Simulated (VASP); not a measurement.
## KI: single point with PBE0

KI:

```xyz
2
Lattice="0.0000 3.4607 3.4607 3.4607 0.0000 3.4607 3.4607 3.4607 0.0000" Properties=species:S:1:pos:R:3 pbc="T T T"
I     3.4607    3.4607    3.4607
K     0.0000    0.0000    0.0000
```

```json
{
  "Program": "VASP 6.6.1",
  "Task": "single point",
  "Functional": "PBE0",
  "Potentials or basis": "VASP PAW PBE potentials, release 64 (I, K_sv)",
  "Cutoff": "520 eV",
  "k mesh": "4 × 4 × 4",
  "Occupations": "fermi-dirac, width 0.05 eV",
  "Spin": "no spin polarisation"
}
```

The pressure is 1.3 GPa and the band gap on the k mesh is 5.82 eV.

Levels at points of the mesh, in eV from the valence-band top:
```tsv
k point	band 6	band 7	band 8	band 9	band 10	band 11
(0.00, 0.00, 0.00)	0.00	0.00	0.00	5.82	8.36	8.36
(0.50, 0.00, 0.00)	-1.59	-0.42	-0.42	7.27	9.86	10.13
(0.50, 0.50, 0.00)	-1.21	-0.45	-0.45	6.55	7.73	10.31
```

Run time: 15 min on 1 thread of Intel(R) Xeon(R) Platinum 8375C CPU @ 2.90GHz (Ice Lake) (shared host), peak memory 0.21 GiB.

Caveat: the PAW data sets were made with another functional, which shifts forces and pressure a little; spin-orbit coupling is left out, which moves the levels of the heavy elements.
